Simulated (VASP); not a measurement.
# Al5N (P1) in VASP: a series of runs

Al5N is run at these levels: PBE; tasks: single point, relaxation of cell and atoms.

Program: VASP 6.6.1. These are calculated values, not measurements. Logs are shortened: lines on timing, memory, paths and dates and some standing lists are left out, and cuts for length are marked.

### 1 The cell of the first run

The typed cell holds 12 atoms: a = 4.690 Å, b = 4.994 Å, c = 8.437 Å, α = 87.58°, β = 88.81°, γ = 89.89°.

### 2 Single point, PBE

File INCAR:

```
SYSTEM = Al5N
  ALGO = Normal
  EDIFF = 1E-7
  ENCUT = 520
  GGA = PE
  ISIF = 2
  ISMEAR = 0
  LASPH = .True.
  LCHARG = .True.
  LELF = .True.
  LREAL = .False.
  LVHAR = .True.
  LWAVE = .False.
  NBANDS = 32
  NELM = 100
  PREC = Accurate
  SIGMA = 0.1
```

File KPOINTS:

```
k-points
0
Gamma
  4 4 2
  0 0 0
```

File POSCAR:

```
Al5N
1.0
    4.6903891934      0.0000000000      0.0000000000
    0.0092279348      4.9942527996      0.0000000000
    0.1750434797      0.3559426579      8.4273722191
Al N
10 2
Direct
    0.0487426131      0.8277489703      0.1777703718
    0.9762164370      0.3529157627      0.7034827080
    0.9679996510      0.3241371986      0.0335634358
    0.9714930505      0.8345151703      0.5243344957
    0.9729504760      0.3413565930      0.3740153735
    0.9122779512      0.8482385983      0.8672580321
    0.4838662309      0.4635874913      0.2163998751
    0.4498473039      0.0532318269      0.6779747099
    0.4788094152      0.9715056600      0.3632266939
    0.4599481195      0.4677679240      0.8813138039
    0.7623024956      0.6887494904      0.3318516586
    0.5155462560      0.8262453142      0.8488088419
```

Potentials or basis: VASP PAW PBE potentials, release 64 (Al, N).

The run is started by

```console
> cat potpaw_PBE.64/Al/POTCAR potpaw_PBE.64/N/POTCAR > POTCAR
> mpirun -np 1 vasp_std > vasp.out
```

OUTCAR:

```text
SYSTEM = Al5N
   EDIFF = 1E-7
   ENCUT = 520
   GGA = PE
   ISIF = 2
   ISMEAR = 0
   LASPH = .True.
   LREAL = .False.
   NELM = 100
   PREC = Accurate

 ion  position               nearest neighbor table
   1  0.049  0.828  0.178-  11 1.96   9 2.70   6 2.71   3 2.74   7 2.75   3 2.87   5 2.90   4 2.94
                             5 3.13   9 3.17   7 3.22
   2  0.976  0.353  0.703-   8 2.69   3 2.78   5 2.78   4 2.79  10 2.82   6 2.84  10 2.89   6 2.90
                             8 2.91   4 3.05
   3  0.968  0.324  0.034-  10 2.70   1 2.74   2 2.78  10 2.81   7 2.82   6 2.83   1 2.87   5 2.88
                             6 2.93   7 3.00
   4  0.971  0.835  0.524-  11 2.07   9 2.78   5 2.78   2 2.79   9 2.79   5 2.82   8 2.86   6 2.90
                             1 2.94   8 2.97   2 3.05
   5  0.973  0.341  0.374-  11 2.02   7 2.73   7 2.77   4 2.78   2 2.78   4 2.82   3 2.88   1 2.90
                             9 2.97   9 3.01   1 3.13
   6  0.912  0.848  0.867-  12 1.87   1 2.71   3 2.83   2 2.84  10 2.85   8 2.88   2 2.90   4 2.90
                             3 2.93   8 3.11  10 3.19
   7  0.484  0.464  0.216-  11 2.02   9 2.70   5 2.73   1 2.75   5 2.77   3 2.82  10 2.83   9 2.87
                             3 3.00   1 3.22
   8  0.450  0.053  0.678-  12 1.83   2 2.69   9 2.70  10 2.75   4 2.86   6 2.88   2 2.91   4 2.97
                             6 3.11  10 3.33
   9  0.479  0.972  0.363-  11 1.96   1 2.70   8 2.70   7 2.70   4 2.78   4 2.79   7 2.87   5 2.97
                             5 3.01   1 3.17
  10  0.460  0.468  0.881-  12 1.82   3 2.70   8 2.75   3 2.81   2 2.82   7 2.83   6 2.85   2 2.89
                             6 3.19   8 3.33
  11  0.762  0.689  0.332-   1 1.96   9 1.96   5 2.02   7 2.02   4 2.07
  12  0.516  0.826  0.849-  10 1.82   8 1.83   6 1.87

  LATTYP: Found a triclinic cell.
 ALAT       =     8.4367018387
 B/A-ratio  =     0.5919684517
 C/A-ratio  =     0.5559505697
 COS(alpha) =     0.0018477076
 COS(beta)  =     0.0207478566
 COS(gamma) =     0.0422280515

  Lattice vectors:

 A1 = (  -0.1750434797,  -0.3559426579,  -8.4273722191)
 A2 = (  -0.0092279348,  -4.9942527996,   0.0000000000)
 A3 = (  -4.6903891934,   0.0000000000,   0.0000000000)

Analysis of symmetry for initial positions (statically):
=====================================================================
 Subroutine PRICEL returns:
 Original cell was already a primitive cell.

 Routine SETGRP: Setting up the symmetry group for a
 triclinic supercell.

 Subroutine GETGRP returns: Found  1 space group operations
 (whereof  1 operations were pure point group operations)
 out of a pool of  2 trial point group operations.

The static configuration has the point symmetry C_1 .

Analysis of symmetry for dynamics (positions and initial velocities):
=====================================================================
 Subroutine PRICEL returns:
 Original cell was already a primitive cell.

 Routine SETGRP: Setting up the symmetry group for a
 triclinic supercell.

 Subroutine GETGRP returns: Found  1 space group operations
 (whereof  1 operations were pure point group operations)
 out of a pool of  2 trial point group operations.

The dynamic configuration has the point symmetry C_1 .

 Subroutine INISYM returns: Found  1 space group operations
 (whereof  1 operations are pure point group operations),
 and found     1 'primitive' translations

----------------------------------------------------------------------------------------

                                     Primitive cell

  volume of cell :     197.4111

  direct lattice vectors                    reciprocal lattice vectors
     4.690389193  0.000000000  0.000000000     0.213201924 -0.000393935 -0.004411742
     0.009227935  4.994252800  0.000000000     0.000000000  0.200230153 -0.008457020
     0.175043480  0.355942658  8.427372219     0.000000000  0.000000000  0.118660951

  length of vectors
     4.690389193  4.994261325  8.436701839     0.213247929  0.200408670  0.118660951

  position of ions in fractional coordinates (direct lattice)
     0.048742613  0.827748970  0.177770372
     0.976216437  0.352915763  0.703482708
     0.967999651  0.324137199  0.033563436
[... 30 lines left out ...]
 Grid dimensions read from file:
 generate k-points for:    4    4    2

 Generating k-lattice:

  Cartesian coordinates                     Fractional coordinates (reciprocal lattice)
     0.053300481 -0.000098484 -0.001102935     0.250000000  0.000000000 -0.000000000
     0.000000000  0.050057538 -0.002114255     0.000000000  0.250000000  0.000000000
     0.000000000  0.000000000  0.059330475     0.000000000  0.000000000  0.500000000

  Length of vectors
     0.053311982  0.050102168  0.059330475

  Shift w.r.t. Gamma in fractional coordinates (k-lattice)
     0.000000000  0.000000000  0.000000000

 Subroutine IBZKPT returns following result:
 ===========================================

[... 26 lines left out ...]
   LNONCOLLINEAR =      F non collinear calculations
   LSORBIT =      F    spin-orbit coupling
   LASPH  =      T    aspherical Exc in radial PAW
   ENCUT  =  520.0 eV  38.22 Ry    6.18 a.u.   8.72  9.29 15.69*2*pi/ulx,y,z
   NELM   =    100;   NELMIN=  2; NELMDL= -5     # of ELM steps
   EDIFF  = 0.1E-06   stopping-criterion for ELM
   LREAL  =      F    real-space projection
   EDIFFG = 0.1E-05   stopping-criterion for IOM
   NSW    =      0    number of steps for IOM
   IBRION =     -1    ionic relax: 0-MD 1-quasi-New 2-CG
   NFREE  =      0    steps in history (QN), initial steepest desc. (CG)
   ISIF   =      2    stress and relaxation
   ISYM   =      2    0-nonsym 1-usesym 2-fastsym
   POTIM  = 0.5000    time-step for ionic-motion
   TEBEG  =    0.0;   TEEND  =   0.0 temperature during run
   PSTRESS=    0.0 pullay stress
   NELECT =      40.0000    total number of electrons
   NUPDOWN=      -1.0000    fix difference up-down
   EMIN   =  10.00;   EMAX   =-10.00  energy-range for DOS
   EFERMI =   0.00;   METHOD = LEGACY
   ISMEAR =     0;   SIGMA  =   0.10  broadening in eV -4-tet -1-fermi 0-gaus
   EFERMI_NEDOS =   21; number of points for ismear=-14 and -15
   IALGO  =     38    algorithm
   IMIX   =      4    mixing-type and parameters
     AMIX     =   0.40;   BMIX     =  1.00
     AMIX_MAG =   1.60;   BMIX_MAG =  1.00
  volume/ion in A,a.u.               =      16.45       111.02
  Fermi-wavevector in a.u.,A,eV,Ry     =   0.961548  1.817062 12.579601  0.924575
  Thomas-Fermi vector in A             =   2.090929
   LORBIT       =      0    0 simple, 1 ext, 2 COOP (PROOUT), +10 PAW based schemes
   GGA     = PE    functional components
   LHFCALC =     F    Hartree Fock is set to
   AEXX    =    0.0000 exact exchange contribution
   IVDW    =     0    specifies the selected vdW correction
   LEPSILON=     F    determine dielectric tensor
   LRPA    =     F    only Hartree local field effects (RPA)
 non-spin polarized calculation
 Gauss-broadening in eV      SIGMA  =   0.10
  energy-cutoff  :      520.00
  volume of cell :      197.41
 maximum number of plane-waves:      5336
 NGX is ok and might be reduce to    36
   NGX = 17   NGY = 19   NGZ = 31

 number of electron      40.0000001 magnetization

 Free energy of the ion-electron system (eV)
  ---------------------------------------------------
  ext. energy  EPLUGINS =         0.00000000
  ---------------------------------------------------
  free energy    TOTEN  =       -54.98294188 eV

  energy without entropy =      -54.96721145  energy(sigma->0) =      -54.97507666

 E-fermi :   6.6386     XC(G=0):  -9.7914

 val. band max:        6.6208684781   @ k =   0.2500   0.0000   0.5000
 cond. band min:       6.6496283675   @ k =   0.5000   0.2500   0.0000
 fundamental gap:      0.0287598893
 Fermi energy:         6.6385519669

 k-point     1 :       0.0000    0.0000    0.0000
  band No.  band energies     occupation
      1      -9.4480      2.00000
      2      -8.1269      2.00000
      3      -2.1976      2.00000
      4      -1.7966      2.00000
      5      -0.3499      2.00000
      6      -0.0003      2.00000
[... 689 lines left out ...]
     31      11.6426      0.00000
     32      11.7527      0.00000

------------------------ aborting loop because EDIFF is reached ----------------------------------------

  FORCE on cell =-STRESS in cart. coord.  units (eV):
  Direction    XX          YY          ZZ          XY          YZ          ZX
  --------------------------------------------------------------------------------------
  -------------------------------------------------------------------------------------
  Total        0.8748381     -0.4974118      0.4190883     -0.0033708      0.2925691     -0.1682860
  in kB        7.1001367     -4.0369658      3.4012965     -0.0273572      2.3744741     -1.3657997
  external PRESSURE =       2.1548225 kB  Pullay stress =       0.0000000 kB

 VOLUME and BASIS-vectors are now :
 -----------------------------------------------------------------------------
  energy-cutoff  :      520.00
  volume of cell :      197.41
      direct lattice vectors                 reciprocal lattice vectors
     4.690389193  0.000000000  0.000000000     0.213201924 -0.000393935 -0.004411742
     0.009227935  4.994252800  0.000000000     0.000000000  0.200230153 -0.008457020
     0.175043480  0.355942658  8.427372219     0.000000000  0.000000000  0.118660951

 POSITION                                       TOTAL-FORCE (eV/Angst)
 -----------------------------------------------------------------------------------
      0.26738      4.19726      1.49814        -0.018733     -0.007675      0.018312
      4.70523      2.01295      5.92851        -0.005802     -0.027943     -0.012853
      4.54916      1.63077      0.28285         0.019298      0.016774      0.035602
      4.65616      4.35441      4.41876        -0.025521      0.070019     -0.019222
      4.63214      1.83795      3.15197        -0.048732     -0.058077     -0.021186
      4.43857      4.54501      7.30871         0.043185      0.011976     -0.048180
      2.31168      2.39230      1.82368         0.035315     -0.064775     -0.059945
      2.22913      0.50717      5.71355         0.006608      0.085506      0.014922
      2.31835      4.98123      3.06105         0.059151      0.075992     -0.023262
      2.31592      2.64985      7.42716        -0.022131     -0.025626      0.018137
      3.63994      3.55791      2.79664         0.048265     -0.104214      0.067731
      2.57432      4.42861      7.15323        -0.090904      0.028043      0.029943
 -----------------------------------------------------------------------------------
    total drift:                                0.000048     -0.000084      0.000155

  FREE ENERGIE OF THE ION-ELECTRON SYSTEM (eV)
  ---------------------------------------------------
  free  energy   TOTEN  =       -54.9829418794 eV

  energy  without entropy=      -54.9672114506  energy(sigma->0) =      -54.97507666
```

It took 63 s on 1 thread of Intel Xeon 6975P-C (Granite Rapids), shared host; peak memory 0.31 GiB.

Results:

```
Free energy            : -54.9829 eV
Pressure               : 0.2 GPa
Largest force          : 0.133 eV/Å
Band gap on the k mesh : zero (bands 20 and 21 overlap by 1.12 eV)
```

Forces on the atoms (eV/Å):
```
Al  -0.019 -0.008  0.018
Al  -0.006 -0.028 -0.013
Al   0.019  0.017  0.036
Al  -0.026  0.070 -0.019
Al  -0.049 -0.058 -0.021
Al   0.043  0.012 -0.048
Al   0.035 -0.065 -0.060
Al   0.007  0.086  0.015
Al   0.059  0.076 -0.023
Al  -0.022 -0.026  0.018
N    0.048 -0.104  0.068
N   -0.091  0.028  0.030
```

Caveat: the k points lie up to 0.37 Å⁻¹ apart, too coarse for converged energies and pressures of a metal.

### 3 Single point, PBE

This run uses another cell than the first one, of 16.50 Å³/atom.

File INCAR:

```
PREC = Accurate ; ENCUT = 520
EDIFF = 1E-7 ; ISMEAR = 0
SIGMA = 0.1 ; LREAL = False
LASPH = True ; NELM = 60
ALGO = Normal ; ISIF = 2
LWAVE = False ; LCHARG = False
GGA = PE ; NBANDS = 32
```

File KPOINTS:

```
Automatic mesh
0
Gamma
  4 4 2
```

File POSCAR:

```
Al5N
1.0
    4.7270501031      0.0058837726     -0.0191571205
    0.0155650107      4.9584688602      0.0124825356
    0.1424379452      0.3747378797      8.4498959430
Al N
10 2
Direct
    0.0463541625      0.8253754959      0.1794841396
    0.9746676851      0.3549577778      0.7037594865
    0.9711442439      0.3255914979      0.0340334600
    0.9714582052      0.8353088882      0.5242120800
    0.9755429919      0.3363609031      0.3731121291
    0.9091209708      0.8507199908      0.8661902732
    0.4857745149      0.4578504763      0.2145805976
    0.4502727273      0.0606005456      0.6770357861
    0.4800868190      0.9671322412      0.3636198022
    0.4581755136      0.4713342937      0.8821979396
    0.7632263288      0.6825288684      0.3326053350
    0.5141758370      0.8322390211      0.8491689713
```

Potentials or basis: VASP PAW PBE potentials, release 64 (Al, N).

The run is started by

```console
> cat potpaw_PBE.64/Al/POTCAR potpaw_PBE.64/N/POTCAR > POTCAR
> mpirun -np 1 vasp_std > vasp.out
```

Run time: 62 s. Hardware: 1 thread of Intel Xeon 6975P-C (Granite Rapids), shared host; peak memory 0.31 GiB.

The run converged. Its results:

- Free energy: -54.9965 eV
- Pressure: -0.1 GPa
- Largest force: 0.028 eV/Å
- Band gap on the k mesh: zero (bands 20 and 21 overlap by 1.03 eV)

Forces in eV/Å, atoms in the order of the input:
```
Al  -0.007  0.008  0.009
Al   0.006 -0.006 -0.002
Al   0.001 -0.005 -0.009
Al   0.009  0.013  0.001
Al  -0.016  0.022  0.003
Al   0.003  0.006  0.009
Al   0.003 -0.004  0.003
Al  -0.005  0.001  0.003
Al   0.009 -0.016 -0.003
Al  -0.003 -0.003 -0.003
N    0.003 -0.015 -0.010
N   -0.002 -0.001  0.000
```

Levels at points of the mesh, in eV from the Fermi level:
```tsv
k point	band 17	band 18	band 19	band 20	band 21	band 22	band 23	band 24
(0.00, 0.00, 0.00)	-1.50	-1.20	-1.04	-0.68	-0.27	0.23	0.28	0.80
(0.50, 0.00, 0.00)	-1.66	-1.29	-1.15	-0.98	-0.62	0.56	0.62	1.68
(0.00, 0.50, 0.00)	-1.46	-1.09	-0.72	-0.44	-0.24	0.27	0.59	0.83
(0.50, 0.50, 0.00)	-1.37	-1.01	-0.58	0.41	0.69	1.11	1.41	1.77
(0.00, 0.00, 0.50)	-1.33	-1.14	-0.78	-0.46	0.15	0.22	0.45	1.10
(0.50, 0.00, 0.50)	-1.70	-1.37	-1.00	-0.51	0.46	0.51	1.24	1.53
(0.00, 0.50, 0.50)	-1.79	-1.31	-0.81	-0.65	0.61	1.01	1.30	1.71
(0.50, 0.50, 0.50)	-1.49	-1.19	-1.15	-0.47	0.85	1.03	2.32	2.75
```

Caveat: the k points lie up to 0.37 Å⁻¹ apart, too coarse for converged energies and pressures of a metal.

### 4 Relaxation of cell and atoms, PBE

File INCAR:

```
PREC = Accurate
ENCUT = 600
EDIFF = 1E-6
ISMEAR = 0
SIGMA = 0.1
LREAL = False
LASPH = True
NELM = 80
ALGO = Normal
ISIF = 3
LWAVE = False
LCHARG = False
GGA = PE
IBRION = 2
NSW = 90
EDIFFG = -0.04
```

File KPOINTS:

```
regular mesh
0
Gamma
  4 4 2
```

File POSCAR:

```
Al5N
1.0
    4.6903891934      0.0000000000      0.0000000000
    0.0092279348      4.9942527996      0.0000000000
    0.1750434797      0.3559426579      8.4273722191
Al N
10 2
Direct
    0.0487426131      0.8277489703      0.1777703718
    0.9762164370      0.3529157627      0.7034827080
    0.9679996510      0.3241371986      0.0335634358
    0.9714930505      0.8345151703      0.5243344957
    0.9729504760      0.3413565930      0.3740153735
    0.9122779512      0.8482385983      0.8672580321
    0.4838662309      0.4635874913      0.2163998751
    0.4498473039      0.0532318269      0.6779747099
    0.4788094152      0.9715056600      0.3632266939
    0.4599481195      0.4677679240      0.8813138039
    0.7623024956      0.6887494904      0.3318516586
    0.5155462560      0.8262453142      0.8488088419
```

The run is started by

```console
> cat potpaw_PBE.64/Al/POTCAR potpaw_PBE.64/N/POTCAR > POTCAR
> mpirun -np 1 vasp_std > vasp.out
```

Run time: 7.1 min. Hardware: 1 thread of Intel Xeon 6975P-C (Granite Rapids), shared host; peak memory 0.38 GiB.

It converged, with:

```yaml
Free_energy: -54.9992 eV
Relaxed_volume: 16.49 Å³/atom
Relaxed_cell: a = 4.726 Å, b = 4.956 Å, c = 8.458 Å, α = 87.26°, β = 89.21°, γ = 89.82°
Space_group_after_relaxing_to_0.1_Å: P1 (No. 1)
Energy_gained_by_relaxing: 1.1 meV/atom
Ionic_steps: 12
Pressure_after_relaxing: 0.0 GPa
Largest_force_after_relaxing: 0.035 eV/Å
Band_gap_on_the_k_mesh: zero (bands 20 and 21 overlap by 1.04 eV)
```

Forces in eV/Å, atoms in the order of the input:
```
Al  -0.006  0.006 -0.001
Al  -0.005 -0.007  0.002
Al   0.000  0.000 -0.014
Al  -0.007 -0.002 -0.004
Al   0.015 -0.013  0.008
Al   0.002  0.018  0.006
Al  -0.002 -0.031  0.015
Al  -0.001  0.022 -0.008
Al   0.008 -0.008 -0.005
Al  -0.002 -0.018 -0.008
N   -0.011  0.003  0.005
N    0.008  0.032  0.004
```

The path:
```
step  energy change (eV)  largest force (eV/Å)  pressure (GPa)  volume (Å³)
   1              0.0000                0.1339            0.18       197.41
   2             -0.0061                0.1051           -0.08       197.94
   3             -0.0070                0.1682           -0.22       198.21
   4             -0.0103                0.0684            0.00       197.81
   5             -0.0105                0.0734            0.06       197.70
   6             -0.0113                0.0773            0.01       197.82
   7             -0.0113                0.1066           -0.02       197.86
   8             -0.0118                0.0432           -0.03       197.90
   9             -0.0120                0.0482           -0.04       197.93
  10             -0.0123                0.0419            0.01       197.87
  11             -0.0125                0.0494            0.06       197.80
  12             -0.0127                0.0348            0.03       197.86
```

Final structure:
```xyz
12
Lattice="4.7261 0.0031 -0.0170 0.0126 4.9558 0.0148 0.1461 0.3784 8.4483" Properties=species:S:1:pos:R:3 pbc="T T T"
Al    0.2601    4.1657    1.5268
Al    4.7185    2.0233    5.9308
Al    4.5966    1.6287    0.2781
Al    4.6822    4.3497    4.4266
Al    4.6572    1.8222    3.1390
Al    4.4327    4.5374    7.3171
Al    2.3306    2.3649    1.8075
Al    2.2277    0.5450    5.7166
Al    2.3370    4.9414    3.0787
Al    2.3011    2.6552    7.4537
N     3.6656    3.5206    2.8041
N     2.5634    4.4319    7.1788
```

Levels at points of the mesh, in eV from the Fermi level:
```
           k point  band 18  band 19  band 20  band 21  band 22  band 23
(0.00, 0.00, 0.00)    -1.21    -1.04    -0.67    -0.26     0.23     0.29
(0.50, 0.00, 0.00)    -1.30    -1.16    -0.99    -0.63     0.57     0.63
(0.00, 0.50, 0.00)    -1.08    -0.71    -0.45    -0.24     0.28     0.59
(0.50, 0.50, 0.00)    -1.01    -0.58     0.41     0.69     1.11     1.42
(0.00, 0.00, 0.50)    -1.14    -0.77    -0.47     0.16     0.22     0.45
(0.50, 0.00, 0.50)    -1.37    -0.99    -0.51     0.45     0.51     1.25
(0.00, 0.50, 0.50)    -1.31    -0.81    -0.65     0.61     1.01     1.30
(0.50, 0.50, 0.50)    -1.19    -1.15    -0.47     0.84     1.03     2.34
```

Caveat: the k points lie up to 0.37 Å⁻¹ apart in the final cell, too coarse for converged energies and pressures of a metal.

### 5 Overview

```csv
task,cell,cutoff (eV),gap on the mesh (eV),pressure (GPa),largest force (eV/Å)
single point,"a = 4.690, b = 4.994, c = 8.437 Å, angles 87.6, 88.8, 89.9°, 12 atoms, atomic positions A",520,none,0.2,0.13
single point,"a = 4.727, b = 4.959, c = 8.459 Å, angles 87.3, 89.3, 89.7°, 12 atoms, atomic positions B",520,none,-0.1,0.03
relaxation of cell and atoms,"relaxed from a = 4.690, b = 4.994, c = 8.437 Å, angles 87.6, 88.8, 89.9°, 12 atoms, atomic positions A",600,none,0.0,0.03
```

Alike in all rows: level PBE; potentials or basis VASP PAW PBE potentials, release 64 (Al, N); no spin polarisation; k mesh 4 × 4 × 2; smearing gaussian 0.1 eV.

Caveats: all runs use coarse meshes.

Absolute energies hang on the potentials; compare differences alone.
